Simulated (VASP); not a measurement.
# I (I4/mmm) in VASP: further runs

I is run at these levels: PBEsol; tasks: single point, relaxation of cell and atoms.

Everything below comes from runs of VASP 6.6.1. Logs are shortened: lines on timing, memory, paths and dates and some standing lists are left out, and cuts for length are marked.

### Step 1. The cell of the first run

The structure is tetragonal, space group I4/mmm (No. 139). The conventional cell has a = 3.165 Å, b = 3.165 Å, c = 8.472 Å, α = 90.00°, β = 90.00°, γ = 90.00°. I (site symmetry 4/mmm) has 4 I at 3.16 Å within 4.2 Å.

### Step 2. Single point, PBEsol (strained)

Input file INCAR:

```
SYSTEM = I
PREC = Accurate
ENCUT = 520
EDIFF = 1E-6
ISMEAR = 0
SIGMA = 0.1
LREAL = .False.
LASPH = .True.
NELM = 100
ALGO = Normal
ISIF = 2
LWAVE = .False.
LCHARG = .False.
GGA = PS
NBANDS = 10
```

Input file KPOINTS:

```
regular mesh
0
Gamma
  18 18 18
  0 0 0
```

Input file POSCAR:

```
I
1.0
   -1.5823248557      1.5823248557      4.2361484902
    1.5823248557     -1.5823248557      4.2361484902
    1.5823248557      1.5823248557     -4.2361484902
I
1
Direct
    0.0000000000      0.0000000000      0.0000000000
```

Potentials or basis: VASP PAW PBE potentials, release 64 (I).

The run is started by

```bash
$ cat potpaw_PBE.64/I/POTCAR > POTCAR
$ mpirun -np 1 vasp_std > vasp.out
```

OUTCAR:

```text
SYSTEM = I
   PREC = Accurate
   ENCUT = 520
   EDIFF = 1E-6
   ISMEAR = 0
   LREAL = .False.
   LASPH = .True.
   NELM = 100
   ISIF = 2
   GGA = PS

 ion  position               nearest neighbor table
   1  0.000  0.000  0.000-

  LATTYP: Found a body centered tetragonal cell.
 ALAT       =     3.1646497114
 C/A-ratio  =     2.6771673812

  Lattice vectors:

 A1 = (  -1.5823248557,   1.5823248557,   4.2361484902)
 A2 = (   1.5823248557,  -1.5823248557,   4.2361484902)
 A3 = (   1.5823248557,   1.5823248557,  -4.2361484902)

Analysis of symmetry for initial positions (statically):
=====================================================================
 Subroutine PRICEL returns:
 Original cell was already a primitive cell.

 Routine SETGRP: Setting up the symmetry group for a
 body centered tetragonal supercell.

 Subroutine GETGRP returns: Found 16 space group operations
 (whereof 16 operations were pure point group operations)
 out of a pool of 16 trial point group operations.

The static configuration has the point symmetry D_4h.

Analysis of symmetry for dynamics (positions and initial velocities):
=====================================================================
 Subroutine PRICEL returns:
 Original cell was already a primitive cell.

 Routine SETGRP: Setting up the symmetry group for a
 body centered tetragonal supercell.

 Subroutine GETGRP returns: Found 16 space group operations
 (whereof 16 operations were pure point group operations)
 out of a pool of 16 trial point group operations.

The dynamic configuration has the point symmetry D_4h.

 Subroutine INISYM returns: Found 16 space group operations
 (whereof 16 operations are pure point group operations),
 and found     1 'primitive' translations

----------------------------------------------------------------------------------------

                                     Primitive cell

  volume of cell :      42.4251

  direct lattice vectors                    reciprocal lattice vectors
    -1.582324856  1.582324856  4.236148490     0.000000000  0.315990739  0.118031745
     1.582324856 -1.582324856  4.236148490     0.315990739  0.000000000  0.118031745
     1.582324856  1.582324856 -4.236148490     0.315990739  0.315990739  0.000000000

  length of vectors
     4.790872356  4.790872356  4.790872356     0.337315342  0.337315342  0.446878388

  position of ions in fractional coordinates (direct lattice)
     0.000000000  0.000000000  0.000000000

  ion indices of the primitive-cell ions
   primitive index   ion index
                 1           1

----------------------------------------------------------------------------------------

 KPOINTS: regular mesh

Automatic generation of k-mesh.
 Grid dimensions read from file:
 generate k-points for:   18   18   18

 Generating k-lattice:

  Cartesian coordinates                     Fractional coordinates (reciprocal lattice)
     0.000000000  0.017555041  0.006557319     0.055555556  0.000000000  0.000000000
     0.017555041  0.000000000  0.006557319     0.000000000  0.055555556  0.000000000
     0.017555041  0.017555041  0.000000000     0.000000000  0.000000000  0.055555556

  Length of vectors
     0.018739741  0.018739741  0.024826577

  Shift w.r.t. Gamma in fractional coordinates (k-lattice)
     0.000000000  0.000000000  0.000000000

 Subroutine IBZKPT returns following result:
 ===========================================

 Found    480 irreducible k-points:

 Following reciprocal coordinates:
            Coordinates               Weight
  0.000000  0.000000  0.000000      1.000000
  0.055556 -0.000000  0.000000      8.000000
  0.111111 -0.000000  0.000000      8.000000
  0.166667 -0.000000  0.000000      8.000000
  0.222222 -0.000000  0.000000      8.000000
  0.277778 -0.000000  0.000000      8.000000
[... 16 lines left out ...]
 -0.277778  0.055556 -0.000000     16.000000
 -0.222222  0.055556  0.000000     16.000000
 [... further k-points ...]
   k-points           NKPTS =    480   k-points in BZ     NKDIM =    480   number of bands    NBANDS=     10
   number of dos      NEDOS =    301   number of ions     NIONS =      1
   total plane-waves  NPLWV =  46656
   dimension x,y,z NGX =    36 NGY =   36 NGZ =   36
   dimension x,y,z NGXF=    72 NGYF=   72 NGZF=   72
   ions per type =               1
   NGX,Y,Z   is equivalent  to a cutoff of  12.49, 12.49, 12.49 a.u.
   NGXF,Y,Z  is equivalent  to a cutoff of  24.98, 24.98, 24.98 a.u.
 SYSTEM =  I
   PREC   = accura    normal or accurate (medium, high low for compatibility)
   ISTART =      0    job   : 0-new  1-cont  2-samecut
   ICHARG =      2    charge: 1-file 2-atom 10-const
   ISPIN  =      1    spin polarized calculation?
   LNONCOLLINEAR =      F non collinear calculations
   LSORBIT =      F    spin-orbit coupling
   LASPH  =      T    aspherical Exc in radial PAW
   ENCUT  =  520.0 eV  38.22 Ry    6.18 a.u.   8.91  8.91  8.91*2*pi/ulx,y,z
   NELM   =    100;   NELMIN=  2; NELMDL= -5     # of ELM steps
   EDIFF  = 0.1E-05   stopping-criterion for ELM
   LREAL  =      F    real-space projection
   EDIFFG = 0.1E-04   stopping-criterion for IOM
   NSW    =      0    number of steps for IOM
   IBRION =     -1    ionic relax: 0-MD 1-quasi-New 2-CG
   NFREE  =      0    steps in history (QN), initial steepest desc. (CG)
   ISIF   =      2    stress and relaxation
   ISYM   =      2    0-nonsym 1-usesym 2-fastsym
   POTIM  = 0.5000    time-step for ionic-motion
   TEBEG  =    0.0;   TEEND  =   0.0 temperature during run
   PSTRESS=    0.0 pullay stress
   NELECT =       7.0000    total number of electrons
   NUPDOWN=      -1.0000    fix difference up-down
   EMIN   =  10.00;   EMAX   =-10.00  energy-range for DOS
   EFERMI =   0.00;   METHOD = LEGACY
   ISMEAR =     0;   SIGMA  =   0.10  broadening in eV -4-tet -1-fermi 0-gaus
   EFERMI_NEDOS =   21; number of points for ismear=-14 and -15
   IALGO  =     38    algorithm
   IMIX   =      4    mixing-type and parameters
     AMIX     =   0.40;   BMIX     =  1.00
     AMIX_MAG =   1.60;   BMIX_MAG =  1.00
  volume/ion in A,a.u.               =      42.43       286.30
  Fermi-wavevector in a.u.,A,eV,Ry     =   0.897911  1.696806 10.969621  0.806244
  Thomas-Fermi vector in A             =   2.020555
   LORBIT       =      0    0 simple, 1 ext, 2 COOP (PROOUT), +10 PAW based schemes
   GGA     = PS    functional components
   LHFCALC =     F    Hartree Fock is set to
   AEXX    =    0.0000 exact exchange contribution
   IVDW    =     0    specifies the selected vdW correction
   LEPSILON=     F    determine dielectric tensor
   LRPA    =     F    only Hartree local field effects (RPA)
 non-spin polarized calculation
 Gauss-broadening in eV      SIGMA  =   0.10
  energy-cutoff  :      520.00
  volume of cell :       42.43
 maximum number of plane-waves:      1164
   NGX = 17   NGY = 17   NGZ = 17

 number of electron       7.0000000 magnetization

 Free energy of the ion-electron system (eV)
  ---------------------------------------------------
  ext. energy  EPLUGINS =         0.00000000
  ---------------------------------------------------
  free energy    TOTEN  =        -1.66581756 eV

  energy without entropy =       -1.66220517  energy(sigma->0) =       -1.66401136

 E-fermi :   3.0508     XC(G=0):  -8.1355

 val. band max:        3.0411912974   @ k =  -0.3333  -0.3889   0.2222
 cond. band min:       3.0551230778   @ k =   0.4444   0.1111   0.0556
 fundamental gap:      0.0139317805
 Fermi energy:         3.0507891157

 k-point     1 :       0.0000    0.0000    0.0000
  band No.  band energies     occupation
      1     -11.0303      2.00000
      2       0.5374      2.00000
      3       4.0797      0.00000
      4       4.0797      0.00000
      5       6.9629      0.00000
      6      10.3524      0.00000
      7      11.1470      0.00000
      8      15.6329      0.00000
      9      15.8241      0.00000
     10      15.8241      0.00000

 k-point     2 :       0.0556   -0.0000    0.0000
  band No.  band energies     occupation
      1     -10.9956      2.00000
      2       0.5509      2.00000
      3       3.7243      0.00000
      4       4.1066      0.00000
      5       7.0502      0.00000
      6      10.5430      0.00000
      7      11.4064      0.00000
      8      14.4610      0.00000
      9      15.8710      0.00000
     10      16.1588      0.00000

 k-point     3 :       0.1111   -0.0000    0.0000
  band No.  band energies     occupation
      1     -10.8927      2.00000
      2       0.5913      2.00000
      3       2.8692      1.98976
      4       4.1854      0.00000
      5       7.2864      0.00000
      6      10.7864      0.00000
      7      12.3121      0.00000
      8      13.1905      0.00000
      9      16.0108      0.00000
     10      16.3422      0.00000

 k-point     4 :       0.1667   -0.0000    0.0000
  band No.  band energies     occupation
      1     -10.7266      2.00000
      2       0.6557      2.00000
      3       1.8219      2.00000
      4       4.3102      0.00000
      5       7.6399      0.00000
      6      10.9913      0.00000
      7      12.0147      0.00000
      8      13.6969      0.00000
      9      16.2391      0.00000
     10      16.6085      0.00000
[... 222 lines left out ...]
 k-point    22 :      -0.3333    0.0556   -0.0000
  band No.  band energies     occupation
      1      -9.9468      2.00000
      2      -1.1155      2.00000
      3       1.1118      2.00000
      4       4.5119      0.00000
      5       8.3834      0.00000
      6      10.2304      0.00000
      7      12.2266      0.00000
      8      14.8493      0.00000
      9      16.1201      0.00000
     10      17.4921      0.00000

 k-point    23 :      -0.2778    0.0556   -0.0000
  band No.  band energies     occupation
      1     -10.2201      2.00000
      2      -0.2395      2.00000
      3       0.9960      2.00000
      4       4.3229      0.00000
      5       8.3466      0.00000
      6      10.2845      0.00000
      7      11.9220      0.00000
      8      15.4127      0.00000
      9      15.7252      0.00000
     10      17.1230      0.00000

 k-point    24 :      -0.2222    0.0556    0.0000
  band No.  band energies     occupation
      1     -10.4783      2.00000
      2       0.7236      2.00000
      3       0.9192      2.00000
      4       4.1342      0.00000
      5       7.9645      0.00000
      6      10.9814      0.00000
      7      11.6513      0.00000
      8      15.1223      0.00000
      9      15.2580      0.00000
     10      16.8699      0.00000

 [... further k-points ...]
[... 5 lines left out ...]
  --------------------------------------------------------------------------------------
  -------------------------------------------------------------------------------------
  Total        0.1327359      0.1327359     -0.1511604      0.0000000      0.0000000      0.0000000
  in kB        5.0127571      5.0127571     -5.7085543      0.0000000      0.0000000      0.0000000
  external PRESSURE =       1.4389866 kB  Pullay stress =       0.0000000 kB

 VOLUME and BASIS-vectors are now :
 -----------------------------------------------------------------------------
  energy-cutoff  :      520.00
  volume of cell :       42.43
      direct lattice vectors                 reciprocal lattice vectors
    -1.582324856  1.582324856  4.236148490     0.000000000  0.315990739  0.118031745
     1.582324856 -1.582324856  4.236148490     0.315990739  0.000000000  0.118031745
     1.582324856  1.582324856 -4.236148490     0.315990739  0.315990739  0.000000000

 POSITION                                       TOTAL-FORCE (eV/Angst)
 -----------------------------------------------------------------------------------
      0.00000      0.00000      0.00000         0.000000     -0.000000      0.000000
 -----------------------------------------------------------------------------------
    total drift:                               -0.000000      0.000000      0.000000

  FREE ENERGIE OF THE ION-ELECTRON SYSTEM (eV)
  ---------------------------------------------------
  free  energy   TOTEN  =        -1.6658175558 eV

  energy  without entropy=       -1.6622051672  energy(sigma->0) =       -1.66401136
```

Wall time 2.7 min (1 thread of Intel Xeon Platinum 8259CL at 2.50GHz (Skylake/Cascade Lake), shared host); peak memory 0.34 GiB.

Results:

* Free energy: -1.6658 eV
* Pressure: 0.1 GPa

Caveat: the cell differs from its parent crystal (strained); the PAW data sets were made with another functional, which shifts forces and pressure a little; spin-orbit coupling is left out, which moves the levels of the heavy elements; an odd number of electrons without spin polarisation forces a metal; a magnetic or distorted state may lie lower.

### Step 3. Single point, PBEsol

This run uses another cell than the first one, of 37.72 Å³/atom, 0.889 times its volume.

INCAR is that of step 2.

KPOINTS is that of step 2.

Input file POSCAR:

```
I
1.0
   -1.5875721455      1.5875721455      3.7419870488
    1.5875721455     -1.5875721455      3.7419870488
    1.5875721455      1.5875721455     -3.7419870488
I
1
Direct
    0.0000000000      0.0000000000      0.0000000000
```

Potentials or basis: VASP PAW PBE potentials, release 64 (I).

The run is started by

```bash
$ cat potpaw_PBE.64/I/POTCAR > POTCAR
$ mpirun -np 1 vasp_std > vasp.out
```

Run time: 3.4 min. Hardware: 1 thread of Oxide Virtual Turin-like, shared host; peak memory 0.26 GiB.

Results (log left out):

* Free energy: -1.6792 eV
* Pressure: 0.0 GPa

Levels at points of the mesh, in eV from the Fermi level:
```tsv
k point	band 1	band 2	band 3	band 4	band 5	band 6	band 7	band 8	band 9
(0.00, 0.00, 0.00)	-14.14	-1.78	1.10	1.10	4.55	7.50	8.39	12.23	12.23
(0.50, 0.00, 0.00)	-12.50	-5.49	-1.74	2.04	4.55	9.53	10.94	11.73	12.50
(0.50, 0.50, 0.00)	-11.01	-4.31	-3.90	-0.56	3.63	5.88	10.33	10.62	11.73
(0.50, 0.50, 0.50)	-13.78	-4.44	0.80	0.80	6.82	7.21	11.47	15.76	15.76
```

Caveat: the PAW data sets were made with another functional, which shifts forces and pressure a little; spin-orbit coupling is left out, which moves the levels of the heavy elements; an odd number of electrons without spin polarisation forces a metal; a magnetic or distorted state may lie lower.

### Step 4. Relaxation of cell and atoms, PBEsol

This run uses another cell than the first one, of 37.72 Å³/atom, 0.889 times its volume.

Input file INCAR:

```
  ALGO = Normal
  EDIFF = 1E-6
  EDIFFG = -0.005
  ENCUT = 600
  GGA = PS
  IBRION = 2
  ISIF = 3
  ISMEAR = 0
  LASPH = True
  LCHARG = False
  LREAL = False
  LWAVE = False
  NELM = 100
  NSW = 100
  PREC = Accurate
  SIGMA = 0.1
```

Input file KPOINTS:

```
k-points
0
Gamma
  18 18 18
```

POSCAR is that of step 3.

The run is started by

```bash
$ cat potpaw_PBE.64/I/POTCAR > POTCAR
$ mpirun -np 1 vasp_std > vasp.out
```

It took 3.7 min on 1 thread of Oxide Virtual Turin-like, shared host; peak memory 0.3 GiB.

It converged, with:

```
Free energy             : -1.6792 eV
Pressure after relaxing : 0.0 GPa
```

Final structure:
```yaml
crystal:
  lattice:
    - [-1.58757, 1.58757, 3.74199]
    - [1.58757, -1.58757, 3.74199]
    - [1.58757, 1.58757, -3.74199]
  atoms:
    - { symbol: I, position: [0.00000, 0.00000, 0.00000] }
```

Levels at points of the mesh, in eV from the Fermi level:
```csv
k point,band 2,band 3,band 4,band 5,band 6,band 7
"(0.00, 0.00, 0.00)",-1.78,1.10,1.10,4.55,7.50,8.39
"(0.50, 0.00, 0.00)",-5.49,-1.74,2.04,4.55,9.53,10.94
"(0.50, 0.50, 0.00)",-4.31,-3.90,-0.56,3.63,5.88,10.33
"(0.50, 0.50, 0.50)",-4.44,0.80,0.80,6.82,7.21,11.47
```

Caveat: the relaxation stopped at its first step, so nothing moved; the PAW data sets were made with another functional, which shifts forces and pressure a little; spin-orbit coupling is left out, which moves the levels of the heavy elements; an odd number of electrons without spin polarisation forces a metal; a magnetic or distorted state may lie lower.

### Step 5. Overview

```csv
task,cell,cutoff (eV),gap on the mesh (eV),pressure (GPa)
single point,"a = 4.791 Å, angles 141.4, 141.4, 55.7°, 1 atom",520,none,0.1
single point,"a = 4.364 Å, angles 137.3, 137.3, 61.9°, 1 atom",520,none,0.0
relaxation of cell and atoms,"relaxed from a = 4.364 Å, angles 137.3, 137.3, 61.9°, 1 atom",600,none,0.0
```

Alike in all rows: level PBEsol; potentials or basis VASP PAW PBE potentials, release 64 (I); no spin polarisation; k mesh 18 × 18 × 18; smearing gaussian 0.1 eV.

Caveats: the PAW data sets were made with another functional, which shifts forces and pressure a little; spin-orbit coupling is left out, which moves the levels of the heavy elements; an odd number of electrons without spin polarisation forces a metal; a magnetic or distorted state may lie lower; the relaxation stopped at its first step, so nothing moved (some runs).

Absolute energies hang on the potentials; compare differences alone.
